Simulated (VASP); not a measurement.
# Zn (P6_3/mmc) in VASP: further runs

The runs below take Zn through single point, with PBE.

Everything below comes from runs of VASP 6.6.1. Logs are shortened: lines on timing, memory, paths and dates and some standing lists are left out, and cuts for length are marked.

## Step 1: The cell of the first run

The structure is hexagonal, space group P6_3/mmc (No. 194). Conventional cell: a = 2.771 Å, b = 2.771 Å, c = 5.342 Å, α = 90.00°, β = 90.00°, γ = 120.00°. Zn (site symmetry -6m2) has 12 Zn at 2.77 to 3.11 Å within 3.7 Å.

## Step 2: Single point, PBE (strain +0.040 along x and y, +0.080 along z)

File INCAR:

```
SYSTEM = Zn
PREC = Accurate
ENCUT = 520
EDIFF = 1E-7
ISMEAR = 0
SIGMA = 0.15
LREAL = .False.
LASPH = .True.
NELM = 80
ALGO = Fast
ISIF = 2
LWAVE = .False.
LCHARG = .True.
GGA = PE
LELF = .True.
LVHAR = .True.
NBANDS = 19
```

File KPOINTS:

```
regular mesh
0
Gamma
  24 24 10
  0 0 0
```

File POSCAR:

```
Zn
1.0
    2.7713899753      0.0000000000      0.0000000000
   -1.3856949877      2.4000941224      0.0000000000
    0.0000000000      0.0000000000      5.3424360000
Zn
2
Direct
    0.3333333333      0.6666666667      0.2500000000
    0.6666666667      0.3333333333      0.7500000000
```

Potentials or basis: VASP PAW PBE potentials, release 64 (Zn).

Command:

```bash
> cat potpaw_PBE.64/Zn/POTCAR > POTCAR
> mpirun -np 1 vasp_std > vasp.out
```

OUTCAR:

```text
SYSTEM = Zn
   PREC = Accurate
   ENCUT = 520
   EDIFF = 1E-7
   ISMEAR = 0
   LREAL = .False.
   LASPH = .True.
   NELM = 80
   ISIF = 2
   GGA = PE

 ion  position               nearest neighbor table
   1  0.333  0.667  0.250-
   2  0.667  0.333  0.750-

  LATTYP: Found a hexagonal cell.
 ALAT       =     2.7713899753
 C/A-ratio  =     1.9277099389

  Lattice vectors:

 A1 = (   2.7713899753,   0.0000000000,   0.0000000000)
 A2 = (  -1.3856949877,   2.4000941224,   0.0000000000)
 A3 = (   0.0000000000,   0.0000000000,   5.3424360000)

Analysis of symmetry for initial positions (statically):
=====================================================================
 Subroutine PRICEL returns:
 Original cell was already a primitive cell.

 Routine SETGRP: Setting up the symmetry group for a
 hexagonal supercell.

 Subroutine GETGRP returns: Found 24 space group operations
 (whereof 12 operations were pure point group operations)
 out of a pool of 24 trial point group operations.

The static configuration has the point symmetry D_3d.
 The point group associated with its full space group is D_6h.

Analysis of symmetry for dynamics (positions and initial velocities):
=====================================================================
 Subroutine PRICEL returns:
 Original cell was already a primitive cell.

 Routine SETGRP: Setting up the symmetry group for a
 hexagonal supercell.

 Subroutine GETGRP returns: Found 24 space group operations
 (whereof 12 operations were pure point group operations)
 out of a pool of 24 trial point group operations.

The dynamic configuration has the point symmetry D_3d.
 The point group associated with its full space group is D_6h.

 Subroutine INISYM returns: Found 24 space group operations
 (whereof 12 operations are pure point group operations),
 and found     1 'primitive' translations

----------------------------------------------------------------------------------------

                                     Primitive cell

  volume of cell :      35.5357

  direct lattice vectors                    reciprocal lattice vectors
     2.771389975  0.000000000  0.000000000     0.360829767  0.208325163  0.000000000
    -1.385694988  2.400094122  0.000000000     0.000000000  0.416650327  0.000000000
     0.000000000  0.000000000  5.342436000     0.000000000  0.000000000  0.187180530

  length of vectors
     2.771389975  2.771389975  5.342436000     0.416650327  0.416650327  0.187180530

  position of ions in fractional coordinates (direct lattice)
     0.333333333  0.666666667  0.250000000
     0.666666667  0.333333333  0.750000000

  ion indices of the primitive-cell ions
   primitive index   ion index
                 1           1
                 2           2

----------------------------------------------------------------------------------------

 KPOINTS: regular mesh

Automatic generation of k-mesh.
 Grid dimensions read from file:
 generate k-points for:   24   24   10

 Generating k-lattice:

  Cartesian coordinates                     Fractional coordinates (reciprocal lattice)
     0.015034574  0.008680215  0.000000000     0.041666667  0.000000000  0.000000000
     0.000000000  0.017360430  0.000000000     0.000000000  0.041666667  0.000000000
     0.000000000  0.000000000  0.018718053     0.000000000  0.000000000  0.100000000

  Length of vectors
     0.017360430  0.017360430  0.018718053

  Shift w.r.t. Gamma in fractional coordinates (k-lattice)
     0.000000000  0.000000000  0.000000000

 Subroutine IBZKPT returns following result:
 ===========================================

 Found    366 irreducible k-points:

 Following reciprocal coordinates:
            Coordinates               Weight
  0.000000  0.000000  0.000000      1.000000
  0.041667 -0.000000  0.000000      6.000000
  0.083333 -0.000000  0.000000      6.000000
  0.125000 -0.000000  0.000000      6.000000
  0.166667 -0.000000  0.000000      6.000000
  0.208333 -0.000000  0.000000      6.000000
[... 16 lines left out ...]
  0.416667  0.041667  0.000000     12.000000
  0.458333  0.041667  0.000000     12.000000
 [... further k-points ...]
   k-points           NKPTS =    366   k-points in BZ     NKDIM =    366   number of bands    NBANDS=     19
   number of dos      NEDOS =    301   number of ions     NIONS =      2
   total plane-waves  NPLWV =  23040
   dimension x,y,z NGX =    24 NGY =   24 NGZ =   40
   dimension x,y,z NGXF=    48 NGYF=   48 NGZF=   80
   ions per type =               2
   NGX,Y,Z   is equivalent  to a cutoff of  14.40, 14.40, 12.45 a.u.
   NGXF,Y,Z  is equivalent  to a cutoff of  28.79, 28.79, 24.89 a.u.
 SYSTEM =  Zn
   PREC   = accura    normal or accurate (medium, high low for compatibility)
   ISTART =      0    job   : 0-new  1-cont  2-samecut
   ICHARG =      2    charge: 1-file 2-atom 10-const
   ISPIN  =      1    spin polarized calculation?
   LNONCOLLINEAR =      F non collinear calculations
   LSORBIT =      F    spin-orbit coupling
   LASPH  =      T    aspherical Exc in radial PAW
   ENCUT  =  520.0 eV  38.22 Ry    6.18 a.u.   5.15  5.15  9.93*2*pi/ulx,y,z
   NELM   =     80;   NELMIN=  2; NELMDL= -5     # of ELM steps
   EDIFF  = 0.1E-06   stopping-criterion for ELM
   LREAL  =      F    real-space projection
   EDIFFG = 0.1E-05   stopping-criterion for IOM
   NSW    =      0    number of steps for IOM
   IBRION =     -1    ionic relax: 0-MD 1-quasi-New 2-CG
   NFREE  =      0    steps in history (QN), initial steepest desc. (CG)
   ISIF   =      2    stress and relaxation
   ISYM   =      2    0-nonsym 1-usesym 2-fastsym
   POTIM  = 0.5000    time-step for ionic-motion
   TEBEG  =    0.0;   TEEND  =   0.0 temperature during run
   PSTRESS=    0.0 pullay stress
   NELECT =      24.0000    total number of electrons
   NUPDOWN=      -1.0000    fix difference up-down
   EMIN   =  10.00;   EMAX   =-10.00  energy-range for DOS
   EFERMI =   0.00;   METHOD = LEGACY
   ISMEAR =     0;   SIGMA  =   0.15  broadening in eV -4-tet -1-fermi 0-gaus
   EFERMI_NEDOS =   21; number of points for ismear=-14 and -15
   IALGO  =     68    algorithm
   IMIX   =      4    mixing-type and parameters
     AMIX     =   0.40;   BMIX     =  1.00
     AMIX_MAG =   1.60;   BMIX_MAG =  1.00
  volume/ion in A,a.u.               =      17.77       119.90
  Fermi-wavevector in a.u.,A,eV,Ry     =   1.436339  2.714286 28.069752  2.063069
  Thomas-Fermi vector in A             =   2.555538
   LORBIT       =      0    0 simple, 1 ext, 2 COOP (PROOUT), +10 PAW based schemes
   GGA     = PE    functional components
   LHFCALC =     F    Hartree Fock is set to
   AEXX    =    0.0000 exact exchange contribution
   IVDW    =     0    specifies the selected vdW correction
   LEPSILON=     F    determine dielectric tensor
   LRPA    =     F    only Hartree local field effects (RPA)
 non-spin polarized calculation
 RMM-DIIS sequential band-by-band and
 Gauss-broadening in eV      SIGMA  =   0.15
  energy-cutoff  :      520.00
  volume of cell :       35.54
 maximum number of plane-waves:       972
 NGX is ok and might be reduce to    24
   NGX = 11   NGY = 11   NGZ = 19

 number of electron      24.0000017 magnetization

 Free energy of the ion-electron system (eV)
  ---------------------------------------------------
  ext. energy  EPLUGINS =         0.00000000
  ---------------------------------------------------
  free energy    TOTEN  =        -2.09494367 eV

  energy without entropy =       -2.08971298  energy(sigma->0) =       -2.09232833

 E-fermi :   2.0591     XC(G=0): -10.7538

 val. band max:        2.0564687542   @ k =   0.3750   0.2500   0.4000
 cond. band min:       2.0607166444   @ k =   0.3333   0.2917   0.4000
 fundamental gap:      0.0042478902
 Fermi energy:         2.0590927828

 k-point     1 :       0.0000    0.0000    0.0000
  band No.  band energies     occupation
      1      -7.1719      2.00000
      2      -5.9696      2.00000
      3      -5.4668      2.00000
      4      -5.2677      2.00000
      5      -5.2677      2.00000
      6      -5.2380      2.00000
[... 11 lines left out ...]
     18      19.7706      0.00000
     19      19.7717      0.00000

 k-point     2 :       0.0417   -0.0000    0.0000
  band No.  band energies     occupation
      1      -7.1241      2.00000
      2      -5.9506      2.00000
      3      -5.4620      2.00000
      4      -5.2723      2.00000
      5      -5.2580      2.00000
      6      -5.2426      2.00000
[... 11 lines left out ...]
     18      19.3287      0.00000
     19      20.1526      0.00000

 k-point     3 :       0.0833   -0.0000    0.0000
  band No.  band energies     occupation
      1      -6.9817      2.00000
      2      -5.8964      2.00000
      3      -5.4488      2.00000
      4      -5.2841      2.00000
      5      -5.2543      2.00000
      6      -5.2291      2.00000
[... 11 lines left out ...]
     18      18.7920      0.00000
     19      20.0529      0.00000

 k-point     4 :       0.1250   -0.0000    0.0000
  band No.  band energies     occupation
      1      -6.7487      2.00000
      2      -5.8169      2.00000
      3      -5.4309      2.00000
      4      -5.2989      2.00000
      5      -5.2644      2.00000
      6      -5.1829      2.00000
[... 11 lines left out ...]
     18      18.2889      0.00000
     19      18.5943      0.00000

 k-point     5 :       0.1667   -0.0000    0.0000
  band No.  band energies     occupation
      1      -6.4367      2.00000
      2      -5.7312      2.00000
      3      -5.4125      2.00000
      4      -5.3105      2.00000
      5      -5.2512      2.00000
      6      -5.1276      2.00000
[... 11 lines left out ...]
     18      17.4604      0.00000
     19      18.0966      0.00000

 k-point     6 :       0.2083   -0.0000    0.0000
  band No.  band energies     occupation
      1      -6.0844      2.00000
      2      -5.6699      2.00000
      3      -5.3852      2.00000
      4      -5.2984      2.00000
      5      -5.2241      2.00000
      6      -5.1834      2.00000
[... 11 lines left out ...]
     18      16.8655      0.00000
     19      16.9564      0.00000

 k-point     7 :       0.2500   -0.0000    0.0000
  band No.  band energies     occupation
      1      -5.8148      2.00000
      2      -5.6534      2.00000
      3      -5.3375      2.00000
      4      -5.3186      2.00000
      5      -5.2285      2.00000
      6      -5.1107      2.00000
[... 11 lines left out ...]
     18      16.1366      0.00000
     19      16.5632      0.00000

 k-point     8 :       0.2917   -0.0000    0.0000
  band No.  band energies     occupation
      1      -5.7346      2.00000
      2      -5.6635      2.00000
      3      -5.4035      2.00000
      4      -5.2812      2.00000
      5      -5.1579      2.00000
      6      -5.1342      2.00000
[... 256 lines left out ...]
 k-point    20 :       0.2917    0.0417    0.0000
  band No.  band energies     occupation
      1      -5.7195      2.00000
      2      -5.6576      2.00000
      3      -5.4408      2.00000
      4      -5.2542      2.00000
      5      -5.1852      2.00000
      6      -5.1039      2.00000
[... 11 lines left out ...]
     18      16.4918      0.00000
     19      16.5923      0.00000

 k-point    21 :       0.3333    0.0417    0.0000
  band No.  band energies     occupation
      1      -5.7475      2.00000
      2      -5.6822      2.00000
      3      -5.5039      2.00000
      4      -5.2229      2.00000
      5      -5.2050      2.00000
      6      -5.0934      2.00000
[... 11 lines left out ...]
     18      16.0698      0.00000
     19      16.5135      0.00000

 k-point    22 :       0.3750    0.0417    0.0000
  band No.  band energies     occupation
      1      -5.7781      2.00000
      2      -5.7085      2.00000
      3      -5.5516      2.00000
      4      -5.2537      2.00000
      5      -5.1655      2.00000
      6      -5.1093      2.00000
[... 11 lines left out ...]
     18      15.7427      0.00000
     19      16.3105      0.00000

 k-point    23 :       0.4167    0.0417    0.0000
  band No.  band energies     occupation
      1      -5.8016      2.00000
      2      -5.7293      2.00000
      3      -5.5834      2.00000
      4      -5.2754      2.00000
      5      -5.1377      2.00000
      6      -5.1203      2.00000
[... 11 lines left out ...]
     18      15.5192      0.00000
     19      16.1757      0.00000

 k-point    24 :       0.4583    0.0417    0.0000
  band No.  band energies     occupation
      1      -5.8142      2.00000
      2      -5.7405      2.00000
      3      -5.5993      2.00000
      4      -5.2867      2.00000
      5      -5.1259      2.00000
      6      -5.1232      2.00000
[... 11 lines left out ...]
     18      15.4059      0.00000
     19      16.1083      0.00000

 [... further k-points ...]
[... 5 lines left out ...]
  --------------------------------------------------------------------------------------
  -------------------------------------------------------------------------------------
  Total       -1.8300314     -1.8300314     -1.1133581      0.0000000      0.0000000      0.0000000
  in kB      -82.5094838    -82.5094838    -50.1972827      0.0000000      0.0000000      0.0000000
  external PRESSURE =     -71.7387501 kB  Pullay stress =       0.0000000 kB

 VOLUME and BASIS-vectors are now :
 -----------------------------------------------------------------------------
  energy-cutoff  :      520.00
  volume of cell :       35.54
      direct lattice vectors                 reciprocal lattice vectors
     2.771389975  0.000000000  0.000000000     0.360829767  0.208325163  0.000000000
    -1.385694988  2.400094122  0.000000000     0.000000000  0.416650327  0.000000000
     0.000000000  0.000000000  5.342436000     0.000000000  0.000000000  0.187180530

 POSITION                                       TOTAL-FORCE (eV/Angst)
 -----------------------------------------------------------------------------------
     -0.00000      1.60006      1.33561         0.000000     -0.000000      0.000000
      1.38569      0.80003      4.00683        -0.000000      0.000000     -0.000000
 -----------------------------------------------------------------------------------
    total drift:                               -0.000000      0.000000      0.000000

  FREE ENERGIE OF THE ION-ELECTRON SYSTEM (eV)
  ---------------------------------------------------
  free  energy   TOTEN  =        -2.0949436747 eV

  energy  without entropy=       -2.0897129781  energy(sigma->0) =       -2.09232833
```

Wall time 73 s (1 thread of Intel Xeon 6975P-C (Granite Rapids), shared host); peak memory 0.3 GiB.

Results:

* Free energy: -2.0949 eV
* Pressure: -7.2 GPa
* Band gap on the k mesh: zero (bands 12 and 13 overlap by 4.52 eV)

Levels at points of the mesh, in eV from the Fermi level:
| k point | band 8 | band 9 | band 10 | band 11 | band 12 | band 13 | band 14 | band 15 | band 16 | band 17 |
| --- | --- | --- | --- | --- | --- | --- | --- | --- | --- | --- |
| (0.00, 0.00, 0.00) | -7.01 | -7.01 | -6.89 | -6.89 | -3.49 | -3.01 | 11.19 | 14.79 | 16.19 | 16.19 |
| (0.50, 0.00, 0.00) | -6.91 | -6.72 | -6.70 | -2.24 | -1.88 | 2.07 | 3.04 | 3.45 | 5.36 | 9.70 |
| (0.00, 0.00, 0.50) | -7.11 | -6.94 | -6.94 | -6.94 | -6.94 | 3.55 | 3.55 | 17.21 | 17.21 | 17.21 |
| (0.50, 0.00, 0.50) | -6.91 | -6.71 | -6.71 | -1.34 | -1.34 | -0.06 | -0.06 | 8.75 | 8.75 | 11.16 |

Caveat: the cell differs from its parent crystal (strain +0.040 along x and y, +0.080 along z); the cell stands under tension.

## Step 3: Single point, PBE (strain +0.080 along x and y, +0.040 along z)

File INCAR:

```
SYSTEM = Zn
ALGO = Fast ; EDIFF = 1E-7
ENCUT = 520 ; GGA = PE
ISIF = 2 ; ISMEAR = 0
LASPH = .True. ; LCHARG = .False.
LREAL = .False. ; LWAVE = .False.
NBANDS = 19 ; NELM = 60
PREC = Accurate ; SIGMA = 0.15
```

File KPOINTS:

```
k-points
0
Gamma
  24 24 10
  0 0 0
```

File POSCAR:

```
Zn
1.0
    2.8779818974      0.0000000000      0.0000000000
   -1.4389909487      2.4924054348      0.0000000000
    0.0000000000      0.0000000000      5.1445680000
Zn
2
Direct
    0.3333333333      0.6666666667      0.2500000000
    0.6666666667      0.3333333333      0.7500000000
```

Potentials or basis: VASP PAW PBE potentials, release 64 (Zn).

Command:

```bash
> cat potpaw_PBE.64/Zn/POTCAR > POTCAR
> mpirun -np 1 vasp_std > vasp.out
```

Wall time 78 s (1 thread of Intel Xeon 6975P-C (Granite Rapids), shared host); peak memory 0.31 GiB.

The run converged. Its results:

* Free energy: -1.9905 eV
* Pressure: -8.2 GPa
* Band gap on the k mesh: zero (bands 12 and 13 overlap by 3.87 eV)

Stress tensor (GPa, compression positive):
```
-9.04  0.00  0.00
 0.00 -9.04  0.00
 0.00  0.00 -6.59
```

Levels at points of the mesh, in eV from the Fermi level:
```csv
k point,band 9,band 10,band 11,band 12,band 13,band 14,band 15,band 16
"(0.00, 0.00, 0.00)",-7.01,-6.84,-6.84,-2.73,-2.59,13.04,14.37,14.37
"(0.50, 0.00, 0.00)",-6.73,-6.72,-2.39,-2.25,2.46,3.19,3.34,5.32
"(0.00, 0.00, 0.50)",-6.91,-6.91,-6.91,-6.91,4.67,4.67,15.49,15.49
"(0.50, 0.00, 0.50)",-6.72,-6.72,-1.38,-1.38,-0.38,-0.38,9.32,9.32
```

Caveat: the cell differs from its parent crystal (strain +0.080 along x and y, +0.040 along z); the cell stands under tension.

## Step 4: Single point, PBE (strain +0.080 along x and y, +0.080 along z)

File INCAR:

```
SYSTEM = Zn
  ALGO = Fast
  EDIFF = 1E-6
  ENCUT = 520
  GGA = PE
  ISIF = 2
  ISMEAR = 0
  LASPH = .TRUE.
  LCHARG = .TRUE.
  LELF = .TRUE.
  LREAL = .FALSE.
  LVHAR = .TRUE.
  LWAVE = .FALSE.
  NBANDS = 19
  NELM = 60
  PREC = Accurate
  SIGMA = 0.15
```

File KPOINTS:

```
k-points
0
G
  24 24 10
  0 0 0
```

Edit POSCAR of step 3 so:

```diff
@@ -4,3 +4,3 @@
    -1.4389909487      2.4924054348      0.0000000000
-    0.0000000000      0.0000000000      5.1445680000
+    0.0000000000      0.0000000000      5.3424360000
 Zn
```

Command:

```bash
> cat potpaw_PBE.64/Zn/POTCAR > POTCAR
> mpirun -np 1 vasp_std > vasp.out
```

Wall time 67 s (1 thread of Intel Xeon 6975P-C (Granite Rapids), shared host); peak memory 0.32 GiB.

Results (log left out):

```
Free energy            : -1.9333 eV
Pressure               : -8.4 GPa
Band gap on the k mesh : zero (bands 12 and 13 overlap by 3.88 eV)
```

Stress tensor (GPa, compression positive):
```
-9.59  0.00  0.00
 0.00 -9.59  0.00
 0.00  0.00 -6.15
```

Levels at points of the mesh, in eV from the Fermi level:
| k point | band 9 | band 10 | band 11 | band 12 | band 13 | band 14 | band 15 | band 16 |
| --- | --- | --- | --- | --- | --- | --- | --- | --- |
| (0.00, 0.00, 0.00) | -6.93 | -6.80 | -6.80 | -3.12 | -2.56 | 11.65 | 14.62 | 14.62 |
| (0.50, 0.00, 0.00) | -6.67 | -6.66 | -2.15 | -2.03 | 2.16 | 2.83 | 3.34 | 5.23 |
| (0.00, 0.00, 0.50) | -6.85 | -6.85 | -6.84 | -6.84 | 3.96 | 3.96 | 15.61 | 15.61 |
| (0.50, 0.00, 0.50) | -6.66 | -6.66 | -1.21 | -1.21 | -0.32 | -0.32 | 8.69 | 8.69 |

Caveat: the cell differs from its parent crystal (strain +0.080 along x and y, +0.080 along z); the cell stands under tension.

## Step 5: The runs side by side

| cell | further INCAR settings | gap on the mesh (eV) | pressure (GPa) |
| --- | --- | --- | --- |
| a = 2.771, b = 2.771, c = 5.342 Å, angles 90.0, 90.0, 120.0°, 2 atoms | ALGO = Fast; EDIFF = 1e-07; NBANDS = 19 | none | -7.2 |
| a = 2.878, b = 2.878, c = 5.145 Å, angles 90.0, 90.0, 120.0°, 2 atoms | ALGO = Fast; EDIFF = 1e-07; NBANDS = 19 | none | -8.2 |
| a = 2.878, b = 2.878, c = 5.342 Å, angles 90.0, 90.0, 120.0°, 2 atoms | ALGO = Fast; EDIFF = 1e-06; NBANDS = 19 | none | -8.4 |

Alike in all rows: task single point; level PBE; potentials or basis VASP PAW PBE potentials, release 64 (Zn); no spin polarisation; k mesh 24 × 24 × 10; cutoff (eV) 520; smearing gaussian 0.15 eV.

Caveats: the cell stands under tension.

Absolute energies hang on the potentials; compare differences alone.
